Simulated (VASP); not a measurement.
# Te (Pmc2_1) in VASP: single point with HSE06

Aim: the single point of Te with HSE06.

All numbers are computed with VASP 6.6.1; they aren't measurements. Logs are shortened: lines on timing, memory, paths and dates and some standing lists are left out, and cuts for length are marked.

## 1. The cell of the first run

The structure is orthorhombic, space group Pmc2_1 (No. 26). The conventional cell has a = 3.131 Å, b = 4.743 Å, c = 8.986 Å, α = 90.00°, β = 90.00°, γ = 90.00°. Within 4.0 Å of Te (site symmetry m) lie 6 Te at 3.06 to 3.46 Å. Within 4.0 Å of Te (site symmetry m) lie 6 Te at 3.06 to 3.46 Å.

## 2. Single point, HSE06

Contents of POSCAR:

```
Te
1.0
    3.1307690000      0.0000000000      0.0000000000
    0.0000000000      4.7429080000      0.0000000000
    0.0000000000      0.0000000000      8.9856130000
Te
4
Direct
    0.5000000000      0.0125320000      0.5091860000
    0.5000000000      0.9874680000      0.0091860000
    0.5000000000      0.4547290000      0.2608140000
    0.5000000000      0.5452710000      0.7608140000
```

Contents of INCAR.step1:

```
ALGO = Normal
EDIFF = 1E-5
ENCUT = 520
GGA = PE
ISIF = 2
ISMEAR = 0
LASPH = True
LREAL = False
LUSENCCL = False
LWAVE = True
NBANDS = 20
NELM = 60
PREC = Accurate
SIGMA = 0.01
```

Contents of INCAR.step2:

```
ALGO = Normal
EDIFF = 1E-6
ENCUT = 520
GGA = PE
HFSCREEN = 0.2079
ISIF = 2
ISMEAR = 0
ISTART = 1
LASPH = True
LCHARG = True
LELF = True
LHFCALC = True
LREAL = False
LUSENCCL = False
LVHAR = True
LWAVE = False
NBANDS = 20
NELM = 60
PREC = Accurate
PRECFOCK = Normal
SIGMA = 0.01
```

Contents of KPOINTS:

```
k-points
0
Gamma
  6 4 2
```

Potentials or basis: VASP PAW PBE potentials, release 64 (Te).

Launch:

```
$ cat potpaw_PBE.64/Te/POTCAR > POTCAR
$ cp INCAR.step1 INCAR
$ mpirun -np 1 vasp_std > vasp.out
$ cp INCAR.step2 INCAR
$ mpirun -np 1 vasp_std > vasp.out
```

OUTCAR:

```text
EDIFF = 1E-6
   ENCUT = 520
   GGA = PE
   HFSCREEN = 0.2079
   ISIF = 2
   ISMEAR = 0
   ISTART = 1
   LASPH = True
   LHFCALC = True
   LREAL = False
   NELM = 60
   PREC = Accurate
   PRECFOCK = Normal

 ion  position               nearest neighbor table
   1  0.500  0.013  0.509-   3 3.06   4 3.17   4 3.39   3 3.46
   2  0.500  0.987  0.009-   4 3.06   3 3.17   3 3.39   4 3.46
   3  0.500  0.455  0.261-   1 3.06   2 3.17   2 3.39   1 3.46
   4  0.500  0.545  0.761-   2 3.06   1 3.17   1 3.39   2 3.46

  LATTYP: Found a simple orthorhombic cell.
 ALAT       =     3.1307690000
 B/A-ratio  =     1.5149338709
 C/A-ratio  =     2.8700977300

  Lattice vectors:

 A1 = (   3.1307690000,   0.0000000000,   0.0000000000)
 A2 = (   0.0000000000,   4.7429080000,   0.0000000000)
 A3 = (   0.0000000000,   0.0000000000,   8.9856130000)

Analysis of symmetry for initial positions (statically):
=====================================================================
 Subroutine PRICEL returns:
 Original cell was already a primitive cell.

 Routine SETGRP: Setting up the symmetry group for a
 simple orthorhombic supercell.

 Subroutine GETGRP returns: Found  4 space group operations
 (whereof  2 operations were pure point group operations)
 out of a pool of  8 trial point group operations.

The static configuration has the point symmetry C_1h.
 The point group associated with its full space group is C_2v.

Analysis of symmetry for dynamics (positions and initial velocities):
=====================================================================
 Subroutine PRICEL returns:
 Original cell was already a primitive cell.

 Routine SETGRP: Setting up the symmetry group for a
 simple orthorhombic supercell.

 Subroutine GETGRP returns: Found  4 space group operations
 (whereof  2 operations were pure point group operations)
 out of a pool of  8 trial point group operations.

The dynamic configuration has the point symmetry C_1h.
 The point group associated with its full space group is C_2v.

 Subroutine INISYM returns: Found  4 space group operations
 (whereof  2 operations are pure point group operations),
 and found     1 'primitive' translations

----------------------------------------------------------------------------------------

                                     Primitive cell

  volume of cell :     133.4269

  direct lattice vectors                    reciprocal lattice vectors
     3.130769000  0.000000000  0.000000000     0.319410343  0.000000000  0.000000000
     0.000000000  4.742908000  0.000000000     0.000000000  0.210841113  0.000000000
     0.000000000  0.000000000  8.985613000     0.000000000  0.000000000  0.111289013

  length of vectors
     3.130769000  4.742908000  8.985613000     0.319410343  0.210841113  0.111289013

  position of ions in fractional coordinates (direct lattice)
     0.500000000  0.012532000  0.509186000
     0.500000000  0.987468000  0.009186000
     0.500000000  0.454729000  0.260814000
     0.500000000  0.545271000  0.760814000

  ion indices of the primitive-cell ions
   primitive index   ion index
                 1           1
                 2           2
                 3           3
                 4           4

----------------------------------------------------------------------------------------

 KPOINTS: k-points

Automatic generation of k-mesh.
 Grid dimensions read from file:
 generate k-points for:    6    4    2

 Generating k-lattice:

  Cartesian coordinates                     Fractional coordinates (reciprocal lattice)
     0.053235057  0.000000000  0.000000000     0.166666667  0.000000000  0.000000000
     0.000000000  0.052710278  0.000000000     0.000000000  0.250000000  0.000000000
     0.000000000  0.000000000  0.055644506     0.000000000  0.000000000  0.500000000

  Length of vectors
     0.053235057  0.052710278  0.055644506

  Shift w.r.t. Gamma in fractional coordinates (k-lattice)
     0.000000000  0.000000000  0.000000000

 Subroutine IBZKPT returns following result:
 ===========================================

 Found     24 irreducible k-points:

 Following reciprocal coordinates:
            Coordinates               Weight
  0.000000  0.000000  0.000000      1.000000
  0.166667  0.000000  0.000000      2.000000
  0.333333  0.000000  0.000000      2.000000
  0.500000  0.000000  0.000000      1.000000
  0.000000  0.250000  0.000000      2.000000
  0.166667  0.250000  0.000000      4.000000
[... 16 lines left out ...]
  0.333333  0.500000  0.500000      2.000000
  0.500000  0.500000  0.500000      1.000000
   k-points           NKPTS =     24   k-points in BZ     NKDIM =     48   number of bands    NBANDS=     20
   number of dos      NEDOS =    301   number of ions     NIONS =      4
   total plane-waves  NPLWV =  60480
   dimension x,y,z NGX =    24 NGY =   36 NGZ =   70
   dimension x,y,z NGXF=    48 NGYF=   72 NGZF=  140
   ions per type =               4
   NGX,Y,Z   is equivalent  to a cutoff of  12.74, 12.62, 12.95 a.u.
   NGXF,Y,Z  is equivalent  to a cutoff of  25.49, 25.24, 25.90 a.u.
 SYSTEM =  unknown system
   PREC   = accura    normal or accurate (medium, high low for compatibility)
   ISTART =      1    job   : 0-new  1-cont  2-samecut
   ICHARG =      0    charge: 1-file 2-atom 10-const
   ISPIN  =      1    spin polarized calculation?
   LNONCOLLINEAR =      F non collinear calculations
   LSORBIT =      F    spin-orbit coupling
   LASPH  =      T    aspherical Exc in radial PAW
   ENCUT  =  520.0 eV  38.22 Ry    6.18 a.u.   5.82  8.82 16.71*2*pi/ulx,y,z
   NELM   =     60;   NELMIN=  2; NELMDL=  0     # of ELM steps
   EDIFF  = 0.1E-05   stopping-criterion for ELM
   LREAL  =      F    real-space projection
   EDIFFG = 0.1E-04   stopping-criterion for IOM
   NSW    =      0    number of steps for IOM
   IBRION =     -1    ionic relax: 0-MD 1-quasi-New 2-CG
   NFREE  =      0    steps in history (QN), initial steepest desc. (CG)
   ISIF   =      2    stress and relaxation
   ISYM   =      3    0-nonsym 1-usesym 2-fastsym
   POTIM  = 0.5000    time-step for ionic-motion
   TEBEG  =    0.0;   TEEND  =   0.0 temperature during run
   PSTRESS=    0.0 pullay stress
   NELECT =      24.0000    total number of electrons
   NUPDOWN=      -1.0000    fix difference up-down
   EMIN   =  10.00;   EMAX   =-10.00  energy-range for DOS
   EFERMI =   0.00;   METHOD = LEGACY
   ISMEAR =     0;   SIGMA  =   0.01  broadening in eV -4-tet -1-fermi 0-gaus
   EFERMI_NEDOS =   21; number of points for ismear=-14 and -15
   IALGO  =     38    algorithm
   IMIX   =      1    mixing-type and parameters
     AMIX     =   0.40;   BMIX     =  1.00
     AMIX_MAG =   1.60;   BMIX_MAG =  1.00
  volume/ion in A,a.u.               =      33.36       225.10
  Fermi-wavevector in a.u.,A,eV,Ry     =   0.924125  1.746343 11.619473  0.854007
  Thomas-Fermi vector in A             =   2.049837
   LORBIT       =      0    0 simple, 1 ext, 2 COOP (PROOUT), +10 PAW based schemes
   GGA     = PE    functional components
   LHFCALC =     T    Hartree Fock is set to
   PRECFOCK=normal    Normal, Fast or Accurate (Low or Medium for compatibility)
   ENCUT4O =  -1.0   cutoff for four orbital integrals eV
   NKREDX  =     1    reduce k-point grid by
   NKREDY  =     1    reduce k-point grid by
   NKREDZ  =     1    reduce k-point grid by
   AEXX    =    0.2500 exact exchange contribution
   HFSCREEN=    0.2079 screening length (either q_TF or 0.3 A-1)
   HFSCREENC=   0.2079 screening length for correlation (either q_TF or 0.3 A-1)
   ENCUTFOCK=  -1.0 apply spherical cutoff to Coloumb kernel
   IVDW    =     0    specifies the selected vdW correction
   LEPSILON=     F    determine dielectric tensor
   LRPA    =     F    only Hartree local field effects (RPA)
 non-spin polarized calculation
 Gauss-broadening in eV      SIGMA  =   0.01
  energy-cutoff  :      520.00
  volume of cell :      133.43
 maximum number of plane-waves:      3624
 NGX is ok and might be reduce to    24
  NGX = 18; NGY = 28; NGZ = 54

 number of electron      23.9999998 magnetization

 Free energy of the ion-electron system (eV)
  ---------------------------------------------------
  ext. energy  EPLUGINS =         0.00000000
  ---------------------------------------------------
  free energy    TOTEN  =       -15.08951324 eV

  energy without entropy =      -15.08951324  energy(sigma->0) =      -15.08951324

 E-fermi :   6.0268     XC(G=0):  -7.6827

 val. band max:        5.9518400927   @ k =   0.5000   0.2500   0.5000
 cond. band min:       6.0864075328   @ k =   0.1667   0.5000   0.0000
 fundamental gap:      0.1345674401
 Fermi energy:         6.0268419841

 k-point     1 :       0.0000    0.0000    0.0000
  band No.  band energies     occupation
      1      -9.0461      2.00000
      2      -7.6624      2.00000
      3      -7.5202      2.00000
      4      -5.5156      2.00000
      5       0.8326      2.00000
      6       1.0137      2.00000
[... 12 lines left out ...]
     19      12.1530      0.00000
     20      13.1928      0.00000

 k-point     2 :       0.1667    0.0000    0.0000
  band No.  band energies     occupation
      1      -8.6581      2.00000
      2      -7.2725      2.00000
      3      -7.1289      2.00000
      4      -5.1152      2.00000
      5       1.1898      2.00000
      6       1.3651      2.00000
[... 12 lines left out ...]
     19      12.5770      0.00000
     20      14.5723      0.00000

 k-point     3 :       0.3333    0.0000    0.0000
  band No.  band energies     occupation
      1      -7.6356      2.00000
      2      -6.2378      2.00000
      3      -6.0877      2.00000
      4      -4.0269      2.00000
      5       0.9203      2.00000
      6       2.0268      2.00000
[... 12 lines left out ...]
     19      12.3419      0.00000
     20      12.6803      0.00000

 k-point     4 :       0.5000    0.0000    0.0000
  band No.  band energies     occupation
      1      -6.8641      2.00000
      2      -5.4471      2.00000
      3      -5.2879      2.00000
      4      -3.1482      2.00000
      5      -0.8492      2.00000
      6       0.4747      2.00000
[... 429 lines left out ...]
 k-point    23 :       0.3333    0.5000    0.5000
  band No.  band energies     occupation
      1      -6.4425      2.00000
      2      -6.4425      2.00000
      3      -5.6641      2.00000
      4      -5.6641      2.00000
      5       1.6088      2.00000
      6       1.6088      2.00000
[... 12 lines left out ...]
     19      11.0400      0.00000
     20      11.0400      0.00000

 k-point    24 :       0.5000    0.5000    0.5000
  band No.  band energies     occupation
      1      -5.6590      2.00000
      2      -5.6590      2.00000
      3      -4.8439      2.00000
      4      -4.8439      2.00000
      5       0.2904      2.00000
      6       0.2904      2.00000
[... 12 lines left out ...]
     19       9.6098      0.00000
     20       9.6098      0.00000

------------------------ aborting loop because EDIFF is reached ----------------------------------------

  FORCE on cell =-STRESS in cart. coord.  units (eV):
  Direction    XX          YY          ZZ          XY          YZ          ZX
  --------------------------------------------------------------------------------------
  -------------------------------------------------------------------------------------
  Total        0.1446283     -3.1545725     -3.2188907      0.0000000      0.0000000      0.0000000
  in kB        1.7366821    -37.8797987    -38.6521247      0.0000000      0.0000000      0.0000000
  external PRESSURE =     -24.9317471 kB  Pullay stress =       0.0000000 kB

 VOLUME and BASIS-vectors are now :
 -----------------------------------------------------------------------------
  energy-cutoff  :      520.00
  volume of cell :      133.43
      direct lattice vectors                 reciprocal lattice vectors
     3.130769000  0.000000000  0.000000000     0.319410343  0.000000000  0.000000000
     0.000000000  4.742908000  0.000000000     0.000000000  0.210841113  0.000000000
     0.000000000  0.000000000  8.985613000     0.000000000  0.000000000  0.111289013

 POSITION                                       TOTAL-FORCE (eV/Angst)
 -----------------------------------------------------------------------------------
      1.56538      0.05944      4.57535         0.000000      0.138856     -0.095008
      1.56538      4.68347      0.08254         0.000000     -0.138856     -0.095008
      1.56538      2.15674      2.34357         0.000000     -0.502098      0.095008
      1.56538      2.58617      6.83638         0.000000      0.502098      0.095008
 -----------------------------------------------------------------------------------
    total drift:                                0.000000      0.000000     -0.000032

  FREE ENERGIE OF THE ION-ELECTRON SYSTEM (eV)
  ---------------------------------------------------
  free  energy   TOTEN  =       -15.0895132363 eV

  energy  without entropy=      -15.0895132363  energy(sigma->0) =      -15.08951324
```

Run time: 10 min. Hardware: 1 × NVIDIA H100 80GB with 1 thread of Intel Xeon Platinum 8481C at 2.70GHz (Sapphire Rapids), shared host; peak memory 1.2 GiB.

Results:

```yaml
Free_energy: -15.0895 eV
Pressure: -2.5 GPa
Largest_force: 0.511 eV/Å
Band_gap_on_the_k_mesh: zero (bands 12 and 13 overlap by 4.11 eV)
```

Forces in eV/Å, atoms in the order of the input:
```
Te   0.000  0.139 -0.095
Te   0.000 -0.139 -0.095
Te   0.000 -0.502  0.095
Te   0.000  0.502  0.095
```

Levels at points of the mesh, in eV from the Fermi level:
| k point | band 8 | band 9 | band 10 | band 11 | band 12 | band 13 | band 14 | band 15 | band 16 | band 17 |
| --- | --- | --- | --- | --- | --- | --- | --- | --- | --- | --- |
| (0.00, 0.00, 0.00) | -3.12 | -3.00 | -2.93 | 1.05 | 1.23 | 1.99 | 2.65 | 3.24 | 3.35 | 4.78 |
| (0.50, 0.00, 0.00) | -3.87 | -3.38 | -3.25 | -1.25 | -1.05 | -1.03 | -0.92 | 2.82 | 3.02 | 4.59 |
| (0.00, 0.50, 0.00) | -2.82 | -2.68 | -2.68 | 2.40 | 2.46 | 2.88 | 3.16 | 3.50 | 3.79 | 7.01 |
| (0.50, 0.50, 0.00) | -5.01 | -4.71 | -4.62 | -0.99 | -0.96 | -0.64 | -0.62 | 2.59 | 2.59 | 4.08 |
| (0.00, 0.00, 0.50) | -4.01 | -1.43 | -1.43 | -0.10 | -0.10 | 2.35 | 2.35 | 4.33 | 4.33 | 4.37 |
| (0.50, 0.00, 0.50) | -4.37 | -3.17 | -3.17 | -2.07 | -2.07 | 0.49 | 0.49 | 1.87 | 1.87 | 4.50 |
| (0.00, 0.50, 0.50) | -5.32 | 0.13 | 0.13 | 1.04 | 1.04 | 3.00 | 3.00 | 3.65 | 3.65 | 7.89 |
| (0.50, 0.50, 0.50) | -5.15 | -3.78 | -3.78 | -3.29 | -3.29 | 1.95 | 1.95 | 2.87 | 2.87 | 3.53 |

Caveat: the PAW data sets were made with another functional, which shifts forces and pressure a little; spin-orbit coupling is left out, which moves the levels of the heavy elements.
